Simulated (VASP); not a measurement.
# SnO2 (P-1) in VASP: single point with PBE+D3(BJ)

Aim: the single point of SnO2 with PBE+D3(BJ).

Everything below comes from runs of VASP 6.6.1. Logs are shortened: lines on timing, memory, paths and dates and some standing lists are left out, and cuts for length are marked.

**1. The cell of the first run**

The typed cell holds 6 atoms: a = 3.237 Å, b = 4.681 Å, c = 5.607 Å, α = 113.53°, β = 90.00°, γ = 90.00°.

**2. Single point, PBE+D3(BJ) (atoms displaced along several vibrational modes)**

The input, INCAR:

```
SYSTEM = SnO2
  ALGO = Normal
  EDIFF = 1E-6
  ENCUT = 520
  GGA = PE
  ISIF = 2
  ISMEAR = 0
  IVDW = 12
  LASPH = .TRUE.
  LCHARG = .FALSE.
  LREAL = .FALSE.
  LWAVE = .FALSE.
  NBANDS = 35
  NELM = 80
  PREC = Accurate
  SIGMA = 0.05
```

The input, KPOINTS:

```
k-points
0
G
  8 6 6
  0 0 0
```

The input, POSCAR:

```
SnO2
1.0
    1.6186264610     -2.8035432689      0.0000000000
    1.6186264610      0.9345144230      4.2918257460
   -4.8558793830     -2.8035432689      0.0000000000
Sn O
2 4
Direct
    0.5252065569      0.4590178198     -0.0125429783
   -0.0252065569      0.5409821802      0.5125429783
    0.4880450562      0.7460447061      0.7646400351
    1.0119549438      0.7155554097      0.2225600035
    0.4880450562      0.2844445903      0.2774399965
    1.0119549438      0.2539552939      0.7353599649
```

Potentials or basis: VASP PAW PBE potentials, release 64 (Sn_d, O).

Started as:

```
cat potpaw_PBE.64/Sn_d/POTCAR potpaw_PBE.64/O/POTCAR > POTCAR
mpirun -np 1 vasp_std > vasp.out
```

OUTCAR:

```text
SYSTEM = SnO2
   EDIFF = 1E-6
   ENCUT = 520
   GGA = PE
   ISIF = 2
   ISMEAR = 0
   IVDW = 12
   LASPH = .TRUE.
   LREAL = .FALSE.
   NELM = 80
   PREC = Accurate
 IVDW          = 12

 ion  position               nearest neighbor table
   1  0.525  0.459  0.987-   6 2.08   5 2.09   4 2.10   6 2.14   4 2.16   3 2.17   2 3.17   2 3.19
                             2 3.33   2 3.35
   2  0.975  0.541  0.513-   3 2.08   4 2.09   5 2.10   3 2.14   5 2.16   6 2.17   1 3.17   1 3.19
                             1 3.33   1 3.35
   3  0.488  0.746  0.765-   2 2.08   2 2.14   1 2.17
   4  0.012  0.716  0.223-   2 2.09   1 2.10   1 2.16
   5  0.488  0.284  0.277-   1 2.09   2 2.10   2 2.16
   6  0.012  0.254  0.735-   1 2.08   1 2.14   2 2.17

  LATTYP: Found a simple monoclinic cell.
 ALAT       =     4.6811363002
 B/A-ratio  =     0.6915528014
 C/A-ratio  =     1.1978045881
 COS(beta)  =    -0.3992681960

  Lattice vectors:

 A1 = (   1.6186264610,   0.9345144230,   4.2918257460)
 A2 = (  -1.6186264610,   2.8035432689,   0.0000000000)
 A3 = (  -4.8558793830,  -2.8035432689,   0.0000000000)

Analysis of symmetry for initial positions (statically):
=====================================================================
 Subroutine PRICEL returns:
 Original cell was already a primitive cell.

 Routine SETGRP: Setting up the symmetry group for a
 simple monoclinic supercell.

 Subroutine GETGRP returns: Found  2 space group operations
 (whereof  1 operations were pure point group operations)
 out of a pool of  4 trial point group operations.

The static configuration has the point symmetry C_1 .
 The point group associated with its full space group is S_2 .

Analysis of symmetry for dynamics (positions and initial velocities):
=====================================================================
 Subroutine PRICEL returns:
 Original cell was already a primitive cell.

 Routine SETGRP: Setting up the symmetry group for a
 simple monoclinic supercell.

 Subroutine GETGRP returns: Found  2 space group operations
 (whereof  1 operations were pure point group operations)
 out of a pool of  4 trial point group operations.

The dynamic configuration has the point symmetry C_1 .
 The point group associated with its full space group is S_2 .

 Subroutine INISYM returns: Found  2 space group operations
 (whereof  1 operations are pure point group operations),
 and found     1 'primitive' translations

----------------------------------------------------------------------------------------

                                     Primitive cell

  volume of cell :      77.9033

  direct lattice vectors                    reciprocal lattice vectors
     1.618626461 -2.803543269  0.000000000     0.154451942 -0.267518611  0.000000000
     1.618626461  0.934514423  4.291825746     0.000000000  0.000000000  0.233001072
    -4.855879383 -2.803543269  0.000000000    -0.154451942 -0.089172870  0.077667024

  length of vectors
     3.237252922  4.681136300  5.607086538     0.308903884  0.233001072  0.194523443

  position of ions in fractional coordinates (direct lattice)
     0.525206557  0.459017820  0.987457022
     0.974793443  0.540982180  0.512542978
     0.488045056  0.746044706  0.764640035
     0.011954944  0.715555410  0.222560003
     0.488045056  0.284444590  0.277439997
     0.011954944  0.253955294  0.735359965

  ion indices of the primitive-cell ions
   primitive index   ion index
                 1           1
                 2           2
                 3           3
                 4           4
                 5           5
                 6           6

----------------------------------------------------------------------------------------

 KPOINTS: k-points

Automatic generation of k-mesh.
 Grid dimensions read from file:
 generate k-points for:    8    6    6

 Generating k-lattice:

  Cartesian coordinates                     Fractional coordinates (reciprocal lattice)
     0.019306493 -0.033439826  0.000000000     0.125000000  0.000000000 -0.000000000
     0.000000000  0.000000000  0.038833512     0.000000000  0.166666667  0.000000000
    -0.025741990 -0.014862145  0.012944504     0.000000000 -0.000000000  0.166666667

  Length of vectors
     0.038612985  0.038833512  0.032420574

  Shift w.r.t. Gamma in fractional coordinates (k-lattice)
     0.000000000  0.000000000  0.000000000

 Subroutine IBZKPT returns following result:
 ===========================================

 Found    148 irreducible k-points:

 Following reciprocal coordinates:
            Coordinates               Weight
  0.000000  0.000000  0.000000      1.000000
  0.125000 -0.000000  0.000000      2.000000
  0.250000 -0.000000  0.000000      2.000000
  0.375000 -0.000000  0.000000      2.000000
  0.500000 -0.000000  0.000000      1.000000
  0.000000  0.166667  0.000000      2.000000
[... 16 lines left out ...]
  0.125000  0.500000  0.000000      2.000000
  0.250000  0.500000  0.000000      2.000000
 [... further k-points ...]
   k-points           NKPTS =    148   k-points in BZ     NKDIM =    148   number of bands    NBANDS=     35
   number of dos      NEDOS =    301   number of ions     NIONS =      6
   total plane-waves  NPLWV =  36288
   dimension x,y,z NGX =    24 NGY =   36 NGZ =   42
   dimension x,y,z NGXF=    48 NGYF=   72 NGZF=   84
   ions per type =               2   4
   NGX,Y,Z   is equivalent  to a cutoff of  12.32, 12.79, 12.45 a.u.
   NGXF,Y,Z  is equivalent  to a cutoff of  24.65, 25.57, 24.91 a.u.
 SYSTEM =  SnO2
   PREC   = accura    normal or accurate (medium, high low for compatibility)
   ISTART =      0    job   : 0-new  1-cont  2-samecut
   ICHARG =      2    charge: 1-file 2-atom 10-const
   ISPIN  =      1    spin polarized calculation?
   LNONCOLLINEAR =      F non collinear calculations
   LSORBIT =      F    spin-orbit coupling
   LASPH  =      T    aspherical Exc in radial PAW
   ENCUT  =  520.0 eV  38.22 Ry    6.18 a.u.   6.02  8.70 10.43*2*pi/ulx,y,z
   NELM   =     80;   NELMIN=  2; NELMDL= -5     # of ELM steps
   EDIFF  = 0.1E-05   stopping-criterion for ELM
   LREAL  =      F    real-space projection
   EDIFFG = 0.1E-04   stopping-criterion for IOM
   NSW    =      0    number of steps for IOM
   IBRION =     -1    ionic relax: 0-MD 1-quasi-New 2-CG
   NFREE  =      0    steps in history (QN), initial steepest desc. (CG)
   ISIF   =      2    stress and relaxation
   ISYM   =      2    0-nonsym 1-usesym 2-fastsym
   POTIM  = 0.5000    time-step for ionic-motion
   TEBEG  =    0.0;   TEEND  =   0.0 temperature during run
   PSTRESS=    0.0 pullay stress
   NELECT =      52.0000    total number of electrons
   NUPDOWN=      -1.0000    fix difference up-down
   EMIN   =  10.00;   EMAX   =-10.00  energy-range for DOS
   EFERMI =   0.00;   METHOD = LEGACY
   ISMEAR =     0;   SIGMA  =   0.05  broadening in eV -4-tet -1-fermi 0-gaus
   EFERMI_NEDOS =   21; number of points for ismear=-14 and -15
   IALGO  =     38    algorithm
   IMIX   =      4    mixing-type and parameters
     AMIX     =   0.40;   BMIX     =  1.00
     AMIX_MAG =   1.60;   BMIX_MAG =  1.00
  volume/ion in A,a.u.               =      12.98        87.62
  Fermi-wavevector in a.u.,A,eV,Ry     =   1.430729  2.703685 27.850916  2.046985
  Thomas-Fermi vector in A             =   2.550542
   LORBIT       =      0    0 simple, 1 ext, 2 COOP (PROOUT), +10 PAW based schemes
   GGA     = PE    functional components
   LHFCALC =     F    Hartree Fock is set to
   AEXX    =    0.0000 exact exchange contribution
   IVDW    =    12    specifies the selected vdW correction
   LEPSILON=     F    determine dielectric tensor
   LRPA    =     F    only Hartree local field effects (RPA)
 non-spin polarized calculation
 Gauss-broadening in eV      SIGMA  =   0.05
  energy-cutoff  :      520.00
  volume of cell :       77.90
 maximum number of plane-waves:      2118
   NGX = 13   NGY = 17   NGZ = 21

 number of electron      52.0000009 magnetization

 Free energy of the ion-electron system (eV)
  ---------------------------------------------------
  ext. energy  EPLUGINS =         0.00000000
  ---------------------------------------------------
  free energy    TOTEN  =       -36.18112897 eV

  energy without entropy =      -36.18112897  energy(sigma->0) =      -36.18112897

 E-fermi :   5.2481     XC(G=0): -10.7491

 val. band max:        4.9822320548   @ k =  -0.0000   0.0000   0.5000
 cond. band min:       6.2671180370   @ k =   0.0000   0.0000   0.0000
 fundamental gap:      1.2848859822
 Fermi energy:         5.2481212440

 k-point     1 :       0.0000    0.0000    0.0000
  band No.  band energies     occupation
      1     -15.8951      2.00000
      2     -15.3826      2.00000
      3     -15.1718      2.00000
      4     -15.1561      2.00000
      5     -15.1169      2.00000
      6     -15.0830      2.00000
[... 27 lines left out ...]
     34      16.6722      0.00000
     35      17.4202      0.00000

 k-point     2 :       0.1250   -0.0000    0.0000
  band No.  band energies     occupation
      1     -15.8361      2.00000
      2     -15.3395      2.00000
      3     -15.2618      2.00000
      4     -15.1939      2.00000
      5     -15.1419      2.00000
      6     -15.0965      2.00000
[... 27 lines left out ...]
     34      16.4379      0.00000
     35      16.8250      0.00000

 k-point     3 :       0.2500   -0.0000    0.0000
  band No.  band energies     occupation
      1     -15.6845      2.00000
      2     -15.4784      2.00000
      3     -15.4415      2.00000
      4     -15.2654      2.00000
      5     -15.0891      2.00000
      6     -15.0474      2.00000
[... 27 lines left out ...]
     34      16.0315      0.00000
     35      16.8025      0.00000
[... 723 lines left out ...]
 k-point    23 :       0.1250    0.5000    0.0000
  band No.  band energies     occupation
      1     -15.8390      2.00000
      2     -15.3505      2.00000
      3     -15.2635      2.00000
      4     -15.1959      2.00000
      5     -15.1405      2.00000
      6     -15.0990      2.00000
[... 27 lines left out ...]
     34      16.6540      0.00000
     35      18.1469      0.00000

 k-point    24 :       0.2500    0.5000    0.0000
  band No.  band energies     occupation
      1     -15.6845      2.00000
      2     -15.4859      2.00000
      3     -15.4389      2.00000
      4     -15.2784      2.00000
      5     -15.0871      2.00000
      6     -15.0461      2.00000
[... 27 lines left out ...]
     34      16.5492      0.00000
     35      17.4362      0.00000

 [... further k-points ...]

------------------------ aborting loop because EDIFF is reached ----------------------------------------

 Edisp (eV)   -1.20620

 E8    (eV) :    -0.4795

  FORCE on cell =-STRESS in cart. coord.  units (eV):
  Direction    XX          YY          ZZ          XY          YZ          ZX
  --------------------------------------------------------------------------------------
  -------------------------------------------------------------------------------------
  Total       0.07036    -0.07805    -0.69863    -0.07245    -0.15340    -0.18604
  in kB       1.44699    -1.60516   -14.36819    -1.49012    -3.15477    -3.82611
  external pressure =       -4.84 kB  Pullay stress =        0.00 kB

 VOLUME and BASIS-vectors are now :
 -----------------------------------------------------------------------------
  energy-cutoff  :      520.00
  volume of cell :       77.90
      direct lattice vectors                 reciprocal lattice vectors
     1.618626461 -2.803543269  0.000000000     0.154451942 -0.267518611  0.000000000
     1.618626461  0.934514423  4.291825746     0.000000000  0.000000000  0.233001072
    -4.855879383 -2.803543269  0.000000000    -0.154451942 -0.089172870  0.077667024

 POSITION                                       TOTAL-FORCE (eV/Angst)
 -----------------------------------------------------------------------------------
     -3.20188     -3.81186      1.97002        -0.513621      0.764300      0.355352
     -0.03537     -3.66426      2.32180         0.513621     -0.764300     -0.355352
     -1.71547     -2.81477      3.20189         0.038306     -0.001549      0.012766
      0.09684      0.01122      3.07104        -0.088702      0.051673      0.015714
     -0.09684     -1.88025      1.22079         0.088702     -0.051673     -0.015714
     -3.14041     -1.85780      1.08993        -0.038306      0.001549     -0.012766
 -----------------------------------------------------------------------------------
    total drift:                                0.000000      0.000000     -0.000000

  FREE ENERGIE OF THE ION-ELECTRON SYSTEM (eV)
  ---------------------------------------------------
  free  energy   TOTEN  =       -37.3873263877 eV

  energy  without entropy=      -37.3873263877  energy(sigma->0) =      -37.38732639
```

Wall time 3.6 min (1 thread of AMD EPYC 9R45 (Zen 5), shared host); peak memory 0.39 GiB.

What came out:

| Item | Value |
| --- | --- |
| Free energy | -37.3873 eV |
| Pressure | -0.5 GPa |
| Largest force | 0.987 eV/Å |
| Band gap on the k mesh | 1.28 eV (least direct gap 1.32 eV) |
| Dispersion energy per atom | -0.201 eV |

Forces on the atoms (eV/Å):
```
Sn  -0.514  0.764  0.355
Sn   0.514 -0.764 -0.355
O    0.038 -0.002  0.013
O   -0.089  0.052  0.016
O    0.089 -0.052 -0.016
O   -0.038  0.002 -0.013
```

Levels at points of the mesh, in eV from the valence-band top:
```csv
k point,band 23,band 24,band 25,band 26,band 27,band 28,band 29,band 30
"(0.00, 0.00, 0.00)",-1.10,-0.67,-0.26,-0.03,1.28,4.36,5.51,6.71
"(0.50, 0.00, 0.00)",-1.37,-1.16,-0.28,-0.21,5.10,5.30,8.39,8.51
"(0.00, 0.50, 0.00)",-1.17,-1.14,-1.07,-0.91,3.31,4.80,5.87,7.75
"(0.50, 0.50, 0.00)",-0.81,-0.74,-0.42,-0.33,5.26,5.36,8.19,8.30
"(0.00, 0.00, 0.50)",-1.02,-0.72,-0.34,0.00,3.61,3.95,6.44,6.81
"(0.50, 0.00, 0.50)",-1.16,-1.10,-1.03,-0.98,4.96,4.97,7.64,7.73
"(0.00, 0.50, 0.50)",-1.14,-0.83,-0.65,-0.59,4.09,4.39,7.21,7.23
"(0.50, 0.50, 0.50)",-0.67,-0.66,-0.17,-0.15,4.50,4.59,6.44,6.52
```

Caveat: the cell differs from its parent crystal (atoms displaced along several vibrational modes); spin-orbit coupling is left out, which moves the levels of the heavy elements.
